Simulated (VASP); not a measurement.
# FeO (Wuestite) (Fm-3m) in VASP: further runs

Runs on FeO (Wuestite). Level: PBE. Tasks: single point.

Everything below comes from runs of VASP 6.6.1. Logs are shortened: lines on timing, memory, paths and dates and some standing lists are left out, and cuts for length are marked.

**1. The cell of the first run**

It takes space group Fm-3m (No. 225, cubic). Conventional cell: a = 4.311 Å, b = 4.311 Å, c = 4.311 Å, α = 90.00°, β = 90.00°, γ = 90.00°. Fe (site symmetry m-3m) has 6 O at 2.16 Å within 2.9 Å. O (site symmetry m-3m) has 6 Fe at 2.16 Å within 2.9 Å.

**2. Single point, PBE, collinear spin, ferromagnetic start**

The input, INCAR:

```
PREC     = Accurate       # precision mode
ENCUT    = 520            # plane-wave cutoff, eV
EDIFF    = 1E-6           # SCF threshold, eV
ISMEAR   = -1             # smearing method
SIGMA    = 0.05           # smearing width, eV
LREAL    = False          # projectors in reciprocal space
LASPH    = True           # aspherical terms in the spheres
NELM     = 150            # most SCF steps
ALGO     = Normal         # electronic algorithm
ISIF     = 2              # what is computed and relaxed
LWAVE    = False          # write WAVECAR
LCHARG   = False          # write CHGCAR
ISPIN    = 2              # spin polarisation
MAGMOM   = 3.8 0          # initial moments
LORBIT   = 11             # projections on sites
NUPDOWN  = 3.8            # fixed moment
LMAXMIX  = 4              # l up to which the mixer works
GGA      = PE             # functional
NBANDS   = 18             # bands
```

The input, KPOINTS:

```
regular mesh
0
Gamma
  9 9 9
```

The input, POSCAR:

```
FeO
1.0
    0.0000000000      2.1554000000      2.1554000000
    2.1554000000      0.0000000000      2.1554000000
    2.1554000000      2.1554000000      0.0000000000
Fe O
1 1
Direct
    0.0000000000      0.0000000000      0.0000000000
    0.5000000000      0.5000000000      0.5000000000
```

Potentials or basis: VASP PAW PBE potentials, release 64 (Fe, O).

Started as:

```
$ cat potpaw_PBE.64/Fe/POTCAR potpaw_PBE.64/O/POTCAR > POTCAR
$ mpirun -np 1 vasp_std > vasp.out
```

OUTCAR:

```text
PREC = Accurate
   ENCUT = 520
   EDIFF = 1E-6
   ISMEAR = -1
   LREAL = False
   LASPH = True
   NELM = 150
   ISIF = 2
   ISPIN = 2
   LORBIT = 11
   NUPDOWN = 3.8
   GGA = PE

 ion  position               nearest neighbor table
   1  0.000  0.000  0.000-   2 2.16   2 2.16   2 2.16   2 2.16   2 2.16   2 2.16
   2  0.500  0.500  0.500-   1 2.16   1 2.16   1 2.16   1 2.16   1 2.16   1 2.16

  LATTYP: Found a face centered cubic cell.
 ALAT       =     4.3108000000

  Lattice vectors:

 A1 = (   0.0000000000,   2.1554000000,   2.1554000000)
 A2 = (   2.1554000000,   0.0000000000,   2.1554000000)
 A3 = (   2.1554000000,   2.1554000000,   0.0000000000)

Analysis of symmetry for initial positions (statically):
=====================================================================
 Subroutine PRICEL returns:
 Original cell was already a primitive cell.

 Routine SETGRP: Setting up the symmetry group for a
 face centered cubic supercell.

 Subroutine GETGRP returns: Found 48 space group operations
 (whereof 48 operations were pure point group operations)
 out of a pool of 48 trial point group operations.

The static configuration has the point symmetry O_h .

Analysis of symmetry for dynamics (positions and initial velocities):
=====================================================================
 Subroutine PRICEL returns:
 Original cell was already a primitive cell.

 Routine SETGRP: Setting up the symmetry group for a
 face centered cubic supercell.

 Subroutine GETGRP returns: Found 48 space group operations
 (whereof 48 operations were pure point group operations)
 out of a pool of 48 trial point group operations.

The dynamic configuration has the point symmetry O_h .

Analysis of structural, dynamic, and magnetic symmetry:
=====================================================================
 Subroutine PRICEL returns:
 Original cell was already a primitive cell.

 Routine SETGRP: Setting up the symmetry group for a
 face centered cubic supercell.

 Subroutine GETGRP returns: Found 48 space group operations
 (whereof 48 operations were pure point group operations)
 out of a pool of 48 trial point group operations.

The overall configuration has the point symmetry O_h .

 Subroutine INISYM returns: Found 48 space group operations
 (whereof 48 operations are pure point group operations),
 and found     1 'primitive' translations

----------------------------------------------------------------------------------------

                                     Primitive cell

  volume of cell :      20.0269

  direct lattice vectors                    reciprocal lattice vectors
     0.000000000  2.155400000  2.155400000    -0.231975503  0.231975503  0.231975503
     2.155400000  0.000000000  2.155400000     0.231975503 -0.231975503  0.231975503
     2.155400000  2.155400000  0.000000000     0.231975503  0.231975503 -0.231975503

  length of vectors
     3.048195912  3.048195912  3.048195912     0.401793358  0.401793358  0.401793358

  position of ions in fractional coordinates (direct lattice)
     0.000000000  0.000000000  0.000000000
     0.500000000  0.500000000  0.500000000

  ion indices of the primitive-cell ions
   primitive index   ion index
                 1           1
                 2           2

----------------------------------------------------------------------------------------

 KPOINTS: regular mesh

Automatic generation of k-mesh.
 Grid dimensions read from file:
 generate k-points for:    9    9    9

 Generating k-lattice:

  Cartesian coordinates                     Fractional coordinates (reciprocal lattice)
    -0.025775056  0.025775056  0.025775056     0.111111111  0.000000000  0.000000000
     0.025775056 -0.025775056  0.025775056     0.000000000  0.111111111  0.000000000
     0.025775056  0.025775056 -0.025775056     0.000000000  0.000000000  0.111111111

  Length of vectors
     0.044643706  0.044643706  0.044643706

  Shift w.r.t. Gamma in fractional coordinates (k-lattice)
     0.000000000  0.000000000  0.000000000

 Subroutine IBZKPT returns following result:
 ===========================================

 Found     35 irreducible k-points:

 Following reciprocal coordinates:
            Coordinates               Weight
  0.000000  0.000000  0.000000      1.000000
  0.111111  0.000000  0.000000      8.000000
  0.222222  0.000000  0.000000      8.000000
  0.333333  0.000000  0.000000      8.000000
  0.444444  0.000000  0.000000      8.000000
  0.111111  0.111111  0.000000      6.000000
[... 16 lines left out ...]
 -0.333333  0.333333  0.000000     12.000000
  0.444444  0.444444  0.000000      6.000000
 [... further k-points ...]
   k-points           NKPTS =     35   k-points in BZ     NKDIM =     35   number of bands    NBANDS=     18
   number of dos      NEDOS =    301   number of ions     NIONS =      2
   total plane-waves  NPLWV =  13824
   dimension x,y,z NGX =    24 NGY =   24 NGZ =   24
   dimension x,y,z NGXF=    48 NGYF=   48 NGZF=   48
   ions per type =               1   1
   NGX,Y,Z   is equivalent  to a cutoff of  13.09, 13.09, 13.09 a.u.
   NGXF,Y,Z  is equivalent  to a cutoff of  26.18, 26.18, 26.18 a.u.
 SYSTEM =  unknown system
   PREC   = accura    normal or accurate (medium, high low for compatibility)
   ISTART =      0    job   : 0-new  1-cont  2-samecut
   ICHARG =      2    charge: 1-file 2-atom 10-const
   ISPIN  =      2    spin polarized calculation?
   LNONCOLLINEAR =      F non collinear calculations
   LSORBIT =      F    spin-orbit coupling
   LASPH  =      T    aspherical Exc in radial PAW
   ENCUT  =  520.0 eV  38.22 Ry    6.18 a.u.   5.67  5.67  5.67*2*pi/ulx,y,z
   NELM   =    150;   NELMIN=  2; NELMDL= -5     # of ELM steps
   EDIFF  = 0.1E-05   stopping-criterion for ELM
   LREAL  =      F    real-space projection
   EDIFFG = 0.1E-04   stopping-criterion for IOM
   NSW    =      0    number of steps for IOM
   IBRION =     -1    ionic relax: 0-MD 1-quasi-New 2-CG
   NFREE  =      0    steps in history (QN), initial steepest desc. (CG)
   ISIF   =      2    stress and relaxation
   ISYM   =      2    0-nonsym 1-usesym 2-fastsym
   POTIM  = 0.5000    time-step for ionic-motion
   TEBEG  =    0.0;   TEEND  =   0.0 temperature during run
   PSTRESS=    0.0 pullay stress
   NELECT =      14.0000    total number of electrons
   NUPDOWN=       3.8000    fix difference up-down
   EMIN   =  10.00;   EMAX   =-10.00  energy-range for DOS
   EFERMI =   0.00;   METHOD = LEGACY
   ISMEAR =    -1;   SIGMA  =   0.05  broadening in eV -4-tet -1-fermi 0-gaus
   EFERMI_NEDOS =   21; number of points for ismear=-14 and -15
   IALGO  =     38    algorithm
   IMIX   =      4    mixing-type and parameters
     AMIX     =   0.40;   BMIX     =  1.00
     AMIX_MAG =   1.60;   BMIX_MAG =  1.00
  volume/ion in A,a.u.               =      10.01        67.57
  Fermi-wavevector in a.u.,A,eV,Ry     =   1.452935  2.745650 28.722187  2.111021
  Thomas-Fermi vector in A             =   2.570260
   LORBIT       =     11    0 simple, 1 ext, 2 COOP (PROOUT), +10 PAW based schemes
   GGA     = PE    functional components
   LHFCALC =     F    Hartree Fock is set to
   AEXX    =    0.0000 exact exchange contribution
   IVDW    =     0    specifies the selected vdW correction
   LEPSILON=     F    determine dielectric tensor
   LRPA    =     F    only Hartree local field effects (RPA)
 spin polarized calculation
  energy-cutoff  :      520.00
  volume of cell :       20.03
 maximum number of plane-waves:       556
   NGX = 11   NGY = 11   NGZ = 11

 number of electron      13.9999999 magnetization       3.8000000

 Free energy of the ion-electron system (eV)
  ---------------------------------------------------
  ext. energy  EPLUGINS =         0.00000000
  ---------------------------------------------------
  free energy    TOTEN  =       -14.89788998 eV

  energy without entropy =      -14.88407852  energy(sigma->0) =      -14.89098425

 E-fermi :   6.2252     XC(G=0): -12.1708

 val. band max:        6.1189953643   @ k =   0.2222   0.1111   0.0000
 cond. band min:       5.7810123426   @ k =  -0.2222   0.2222   0.0000
 fundamental gap:     -0.3379830217
 Fermi energy:         5.7342787501

 spin component 1

 k-point     1 :       0.0000    0.0000    0.0000
  band No.  band energies     occupation
      1     -14.5597      1.00000
      2       2.3579      1.00000
      3       2.3580      1.00000
      4       2.3580      1.00000
      5       2.4408      1.00000
      6       2.4408      1.00000
[... 10 lines left out ...]
     17      26.8713      0.00000
     18      29.9729      0.00000
[... 463 lines left out ...]
 k-point    24 :       0.4444    0.4444    0.0000
  band No.  band energies     occupation
      1     -13.4534      1.00000
      2      -1.2312      1.00000
      3       1.1922      1.00000
      4       1.1922      1.00000
      5       1.5470      1.00000
      6       3.0041      1.00000
[... 10 lines left out ...]
     17      36.0441      0.00000
     18      36.0441      0.00000

 [... further k-points ...]

 spin component 2

 k-point     1 :       0.0000    0.0000    0.0000
  band No.  band energies     occupation
      1     -14.1116      1.00000
      2       2.8213      1.00000
      3       2.8213      1.00000
      4       2.8213      1.00000
      5       5.4358      1.00000
      6       5.4361      1.00000
[... 10 lines left out ...]
     17      28.3960      0.00000
     18      31.0154      0.00000
[... 463 lines left out ...]
 k-point    24 :       0.4444    0.4444    0.0000
  band No.  band energies     occupation
      1     -12.9598      1.00000
      2      -0.7681      1.00000
      3       1.6770      1.00000
      4       1.6770      1.00000
      5       4.1045      1.00000
      6       6.8929      0.00000
[... 10 lines left out ...]
     17      36.1789      0.00000
     18      36.1789      0.00000

 [... further k-points ...]
[... 5 lines left out ...]
  --------------------------------------------------------------------------------------
  -------------------------------------------------------------------------------------
  Total       -0.3293095     -0.3293095     -0.3293095      0.0000000      0.0000000      0.0000000
  in kB      -26.3451791    -26.3451791    -26.3451791      0.0000000      0.0000000      0.0000000
  external PRESSURE =     -26.3451791 kB  Pullay stress =       0.0000000 kB

 VOLUME and BASIS-vectors are now :
 -----------------------------------------------------------------------------
  energy-cutoff  :      520.00
  volume of cell :       20.03
      direct lattice vectors                 reciprocal lattice vectors
     0.000000000  2.155400000  2.155400000    -0.231975503  0.231975503  0.231975503
     2.155400000  0.000000000  2.155400000     0.231975503 -0.231975503  0.231975503
     2.155400000  2.155400000  0.000000000     0.231975503  0.231975503 -0.231975503

 POSITION                                       TOTAL-FORCE (eV/Angst)
 -----------------------------------------------------------------------------------
      0.00000      0.00000      0.00000        -0.000000      0.000000     -0.000000
      2.15540      2.15540      2.15540         0.000000     -0.000000      0.000000
 -----------------------------------------------------------------------------------
    total drift:                                0.000000     -0.000000      0.000000

  FREE ENERGIE OF THE ION-ELECTRON SYSTEM (eV)
  ---------------------------------------------------
  free  energy   TOTEN  =       -14.8978899799 eV

  energy  without entropy=      -14.8840785169  energy(sigma->0) =      -14.89098425

 total charge

# of ion       s       p       d       tot
------------------------------------------
    1        0.285   0.355   6.105   6.745
    2        1.558   3.426   0.000   4.984
--------------------------------------------------
tot          1.844   3.781   6.105  11.729

 magnetization (x)

# of ion       s       p       d       tot
------------------------------------------
    1        0.027   0.021   3.433   3.481
    2        0.029   0.218   0.000   0.247
--------------------------------------------------
tot          0.056   0.240   3.433   3.728
```

Run time: 42 s. Hardware: 1 thread of Intel Xeon 8259CL, shared host; peak memory 0.16 GiB.

What came out:

| Item | Value |
| --- | --- |
| Free energy | -14.8979 eV |
| Pressure | -2.6 GPa |
| Net moment | 3.80 μB per cell |
| Site moments | Fe +3.48; O +0.25 μB |
| Valence electrons inside the program's atomic spheres | Fe 6.75; O 4.98 |

Caveat: the total moment is fixed, so each spin has its own Fermi level; a cell with one magnetic atom can't hold antiferromagnetic order, which such compounds often take.

**3. Single point, PBE, collinear spin, ferromagnetic start**

The input, INCAR:

```
SYSTEM = FeO
PREC = Accurate ; ENCUT = 520
EDIFF = 1E-6 ; ISMEAR = -1
SIGMA = 0.05 ; LREAL = .False.
LASPH = .True. ; NELM = 150
ALGO = Normal ; ISIF = 2
LWAVE = .False. ; LCHARG = .False.
ISPIN = 2 ; MAGMOM = 4.5 0
LORBIT = 11 ; NUPDOWN = 4.5
LMAXMIX = 4 ; GGA = PE
NBANDS = 18
```

The input, KPOINTS:

```
regular mesh
0
Gamma
  9 9 9
  0 0 0
```

POSCAR is that of step 2.

Potentials or basis: VASP PAW PBE potentials, release 64 (Fe, O).

Started as:

```
$ cat potpaw_PBE.64/Fe/POTCAR potpaw_PBE.64/O/POTCAR > POTCAR
$ mpirun -np 1 vasp_std > vasp.out
```

Wall time 42 s (1 thread of Intel Xeon 8259CL, shared host); peak memory 0.16 GiB.

It converged, with:

- Free energy: -14.0860 eV
- Pressure: 11.4 GPa
- Net moment: 4.50 μB per cell
- Site moments: Fe +3.86; O +0.45 μB
- Valence electrons inside the program's atomic spheres: Fe 6.68; O 5.00

Caveat: the total moment is fixed, so each spin has its own Fermi level; a cell with one magnetic atom can't hold antiferromagnetic order, which such compounds often take.
